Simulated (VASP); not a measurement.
## BeS: single point with PBEsol

Crystal: BeS.

```
Be S
1.0
     0.00000    2.38634    2.38634
     2.38634    0.00000    2.38634
     2.38634    2.38634    0.00000
Be S
1 1
Cartesian
  0.0000 0.0000 0.0000
  3.5795 3.5795 3.5795
```

```
Program             : VASP 6.6.1
Task                : single point
Functional          : PBEsol
Potentials or basis : VASP PAW PBE potentials, release 64 (Be, S)
Cutoff              : 600 eV
k mesh              : 8 × 8 × 8
Occupations         : gaussian, width 0.05 eV
Spin                : no spin polarisation
```

The pressure is 4.5 GPa and the band gap on the k mesh is 2.81 eV (least direct gap 5.58 eV).

Levels at points of the mesh, in eV from the valence-band top:
| k point | band 2 | band 3 | band 4 | band 5 | band 6 | band 7 |
| --- | --- | --- | --- | --- | --- | --- |
| (0.00, 0.00, 0.00) | 0.00 | 0.00 | 0.00 | 5.58 | 5.58 | 5.58 |
| (0.50, 0.00, 0.00) | -6.19 | -1.11 | -1.11 | 5.55 | 6.46 | 6.46 |
| (0.50, 0.50, 0.00) | -5.32 | -2.85 | -2.85 | 2.81 | 4.76 | 13.14 |

It took 19 s on 1 thread of Intel Xeon 8259CL, with other jobs on the host, peak memory 0.15 GiB.

Caveat: the cell stands under pressure; the PAW data sets were made with another functional, which shifts forces and pressure a little. A k mesh can miss the band edges.
